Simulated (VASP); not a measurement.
# Cd (P6_3/mmc) in VASP: notebook, part 2 of 2

VASP 6.6.1.

## (3) Single point, PBE

INCAR reads:

```
PREC = Accurate ; ENCUT = 520
EDIFF = 1E-6 ; ISMEAR = -1
SIGMA = 0.05 ; LREAL = F
LASPH = T ; NELM = 80
ALGO = Normal ; ISIF = 2
LWAVE = F ; LCHARG = F
GGA = PE ; NBANDS = 19
```

KPOINTS reads:

```
Automatic mesh
0
Gamma
  14 14 7
```

POSCAR reads:

```
Cd
1.0
    2.9788725081      0.0000000000      0.0000000000
   -1.4894362540      2.5797792666      0.0000000000
    0.0000000000      0.0000000000      5.6176500000
Cd
2
Direct
    0.3333333333      0.6666666667      0.2500000000
    0.6666666667      0.3333333333      0.7500000000
```

Potentials or basis: VASP PAW PBE potentials, release 64 (Cd).

On the command line:

```sh
$ cat potpaw_PBE.64/Cd/POTCAR > POTCAR
$ mpirun -np 1 vasp_std > vasp.out
```

OUTCAR:

```text
PREC = Accurate
   ENCUT = 520
   EDIFF = 1E-6
   ISMEAR = -1
   LREAL = F
   LASPH = T
   NELM = 80
   ISIF = 2
   GGA = PE

 ion  position               nearest neighbor table
   1  0.333  0.667  0.250-   2 3.29   2 3.29   2 3.29   2 3.29   2 3.29   2 3.29
   2  0.667  0.333  0.750-   1 3.29   1 3.29   1 3.29   1 3.29   1 3.29   1 3.29

  LATTYP: Found a hexagonal cell.
 ALAT       =     2.9788725081
 C/A-ratio  =     1.8858309594

  Lattice vectors:

 A1 = (   2.9788725081,   0.0000000000,   0.0000000000)
 A2 = (  -1.4894362540,   2.5797792666,   0.0000000000)
 A3 = (   0.0000000000,   0.0000000000,   5.6176500000)

Analysis of symmetry for initial positions (statically):
=====================================================================
 Subroutine PRICEL returns:
 Original cell was already a primitive cell.

 Routine SETGRP: Setting up the symmetry group for a
 hexagonal supercell.

 Subroutine GETGRP returns: Found 24 space group operations
 (whereof 12 operations were pure point group operations)
 out of a pool of 24 trial point group operations.

The static configuration has the point symmetry D_3d.
 The point group associated with its full space group is D_6h.

Analysis of symmetry for dynamics (positions and initial velocities):
=====================================================================
 Subroutine PRICEL returns:
 Original cell was already a primitive cell.

 Routine SETGRP: Setting up the symmetry group for a
 hexagonal supercell.

 Subroutine GETGRP returns: Found 24 space group operations
 (whereof 12 operations were pure point group operations)
 out of a pool of 24 trial point group operations.

The dynamic configuration has the point symmetry D_3d.
 The point group associated with its full space group is D_6h.

 Subroutine INISYM returns: Found 24 space group operations
 (whereof 12 operations are pure point group operations),
 and found     1 'primitive' translations

----------------------------------------------------------------------------------------

                                     Primitive cell

  volume of cell :      43.1707

  direct lattice vectors                    reciprocal lattice vectors
     2.978872508  0.000000000  0.000000000     0.335697482  0.193815032  0.000000000
    -1.489436254  2.579779267  0.000000000     0.000000000  0.387630063  0.000000000
     0.000000000  0.000000000  5.617650000     0.000000000  0.000000000  0.178010378

  length of vectors
     2.978872508  2.978872508  5.617650000     0.387630063  0.387630063  0.178010378

  position of ions in fractional coordinates (direct lattice)
     0.333333333  0.666666667  0.250000000
     0.666666667  0.333333333  0.750000000

  ion indices of the primitive-cell ions
   primitive index   ion index
                 1           1
                 2           2

----------------------------------------------------------------------------------------

 KPOINTS: Automatic mesh

Automatic generation of k-mesh.
 Grid dimensions read from file:
 generate k-points for:   14   14    7

 Generating k-lattice:

  Cartesian coordinates                     Fractional coordinates (reciprocal lattice)
     0.023978392  0.013843931  0.000000000     0.071428571  0.000000000  0.000000000
     0.000000000  0.027687862  0.000000000     0.000000000  0.071428571  0.000000000
     0.000000000  0.000000000  0.025430054     0.000000000  0.000000000  0.142857143

  Length of vectors
     0.027687862  0.027687862  0.025430054

  Shift w.r.t. Gamma in fractional coordinates (k-lattice)
     0.000000000  0.000000000  0.000000000

 Subroutine IBZKPT returns following result:
 ===========================================

 Found     96 irreducible k-points:

 Following reciprocal coordinates:
            Coordinates               Weight
  0.000000  0.000000  0.000000      1.000000
  0.071429 -0.000000  0.000000      6.000000
  0.142857 -0.000000  0.000000      6.000000
  0.214286 -0.000000  0.000000      6.000000
  0.285714  0.000000  0.000000      6.000000
  0.357143 -0.000000  0.000000      6.000000
[... 16 lines left out ...]
  0.285714  0.285714  0.000000      6.000000
  0.357143  0.285714  0.000000      6.000000
 [... further k-points ...]
   k-points           NKPTS =     96   k-points in BZ     NKDIM =     96   number of bands    NBANDS=     19
   number of dos      NEDOS =    301   number of ions     NIONS =      2
   total plane-waves  NPLWV =  24192
   dimension x,y,z NGX =    24 NGY =   24 NGZ =   42
   dimension x,y,z NGXF=    48 NGYF=   48 NGZF=   84
   ions per type =               2
   NGX,Y,Z   is equivalent  to a cutoff of  13.39, 13.39, 12.43 a.u.
   NGXF,Y,Z  is equivalent  to a cutoff of  26.79, 26.79, 24.86 a.u.
 SYSTEM =  unknown system
   PREC   = accura    normal or accurate (medium, high low for compatibility)
   ISTART =      0    job   : 0-new  1-cont  2-samecut
   ICHARG =      2    charge: 1-file 2-atom 10-const
   ISPIN  =      1    spin polarized calculation?
   LNONCOLLINEAR =      F non collinear calculations
   LSORBIT =      F    spin-orbit coupling
   LASPH  =      T    aspherical Exc in radial PAW
   ENCUT  =  520.0 eV  38.22 Ry    6.18 a.u.   5.54  5.54 10.45*2*pi/ulx,y,z
   NELM   =     80;   NELMIN=  2; NELMDL= -5     # of ELM steps
   EDIFF  = 0.1E-05   stopping-criterion for ELM
   LREAL  =      F    real-space projection
   EDIFFG = 0.1E-04   stopping-criterion for IOM
   NSW    =      0    number of steps for IOM
   IBRION =     -1    ionic relax: 0-MD 1-quasi-New 2-CG
   NFREE  =      0    steps in history (QN), initial steepest desc. (CG)
   ISIF   =      2    stress and relaxation
   ISYM   =      2    0-nonsym 1-usesym 2-fastsym
   POTIM  = 0.5000    time-step for ionic-motion
   TEBEG  =    0.0;   TEEND  =   0.0 temperature during run
   PSTRESS=    0.0 pullay stress
   NELECT =      24.0000    total number of electrons
   NUPDOWN=      -1.0000    fix difference up-down
   EMIN   =  10.00;   EMAX   =-10.00  energy-range for DOS
   EFERMI =   0.00;   METHOD = LEGACY
   ISMEAR =    -1;   SIGMA  =   0.05  broadening in eV -4-tet -1-fermi 0-gaus
   EFERMI_NEDOS =   21; number of points for ismear=-14 and -15
   IALGO  =     38    algorithm
   IMIX   =      4    mixing-type and parameters
     AMIX     =   0.40;   BMIX     =  1.00
     AMIX_MAG =   1.60;   BMIX_MAG =  1.00
  volume/ion in A,a.u.               =      21.59       145.67
  Fermi-wavevector in a.u.,A,eV,Ry     =   1.346115  2.543789 24.654109  1.812026
  Thomas-Fermi vector in A             =   2.473973
   LORBIT       =      0    0 simple, 1 ext, 2 COOP (PROOUT), +10 PAW based schemes
   GGA     = PE    functional components
   LHFCALC =     F    Hartree Fock is set to
   AEXX    =    0.0000 exact exchange contribution
   IVDW    =     0    specifies the selected vdW correction
   LEPSILON=     F    determine dielectric tensor
   LRPA    =     F    only Hartree local field effects (RPA)
 non-spin polarized calculation
  energy-cutoff  :      520.00
  volume of cell :       43.17
 maximum number of plane-waves:      1186
 NGX is ok and might be reduce to    24
   NGX = 11   NGY = 11   NGZ = 21

 number of electron      23.9999993 magnetization

 Free energy of the ion-electron system (eV)
  ---------------------------------------------------
  ext. energy  EPLUGINS =         0.00000000
  ---------------------------------------------------
  free energy    TOTEN  =        -1.46043882 eV

  energy without entropy =       -1.45428382  energy(sigma->0) =       -1.45736132

 E-fermi :   3.0127     XC(G=0): -11.0327

 val. band max:        3.0095199268   @ k =   0.3571   0.1429   0.1429
 cond. band min:       3.0137843148   @ k =   0.3571   0.2143   0.2857
 fundamental gap:      0.0042643880
 Fermi energy:         3.0126643954

 k-point     1 :       0.0000    0.0000    0.0000
  band No.  band energies     occupation
      1      -6.9151      2.00000
      2      -6.6488      2.00000
      3      -6.2834      2.00000
      4      -6.2834      2.00000
      5      -6.2323      2.00000
      6      -6.2323      2.00000
[... 11 lines left out ...]
     18      17.8636      0.00000
     19      18.7089      0.00000

 k-point     2 :       0.0714   -0.0000    0.0000
  band No.  band energies     occupation
      1      -6.8624      2.00000
      2      -6.6005      2.00000
      3      -6.3022      2.00000
      4      -6.2508      2.00000
      5      -6.2362      2.00000
      6      -6.1868      2.00000
[... 476 lines left out ...]
 k-point    24 :       0.3571    0.2857    0.0000
  band No.  band energies     occupation
      1      -6.5785      2.00000
      2      -6.3829      2.00000
      3      -6.2578      2.00000
      4      -6.2152      2.00000
      5      -6.1945      2.00000
      6      -6.0600      2.00000
[... 11 lines left out ...]
     18       8.9670      0.00000
     19      10.9731      0.00000

 [... further k-points ...]
[... 5 lines left out ...]
  --------------------------------------------------------------------------------------
  -------------------------------------------------------------------------------------
  Total        1.0480044      1.0480044      0.6056003      0.0000000      0.0000000      0.0000000
  in kB       38.8941718     38.8941718     22.4754030      0.0000000      0.0000000      0.0000000
  external PRESSURE =      33.4212489 kB  Pullay stress =       0.0000000 kB

 VOLUME and BASIS-vectors are now :
 -----------------------------------------------------------------------------
  energy-cutoff  :      520.00
  volume of cell :       43.17
      direct lattice vectors                 reciprocal lattice vectors
     2.978872508  0.000000000  0.000000000     0.335697482  0.193815032  0.000000000
    -1.489436254  2.579779267  0.000000000     0.000000000  0.387630063  0.000000000
     0.000000000  0.000000000  5.617650000     0.000000000  0.000000000  0.178010378

 POSITION                                       TOTAL-FORCE (eV/Angst)
 -----------------------------------------------------------------------------------
     -0.00000      1.71985      1.40441        -0.000000     -0.000000      0.000000
      1.48944      0.85993      4.21324         0.000000      0.000000      0.000000
 -----------------------------------------------------------------------------------
    total drift:                                0.000000     -0.000000      0.000000

  FREE ENERGIE OF THE ION-ELECTRON SYSTEM (eV)
  ---------------------------------------------------
  free  energy   TOTEN  =        -1.4604388228 eV

  energy  without entropy=       -1.4542838198  energy(sigma->0) =       -1.45736132
```

It took 22 s on 1 thread of Intel Xeon 6975P-C (Granite Rapids), shared host; peak memory 0.2 GiB.

Results:

* Free energy: -1.4604 eV
* Pressure: 3.3 GPa
* Band gap on the k mesh: zero (bands 12 and 13 overlap by 4.34 eV)

Stress tensor (GPa, compression positive):
```
3.89 0.00 0.00
0.00 3.89 0.00
0.00 0.00 2.25
```

Caveat: the cell stands under pressure.
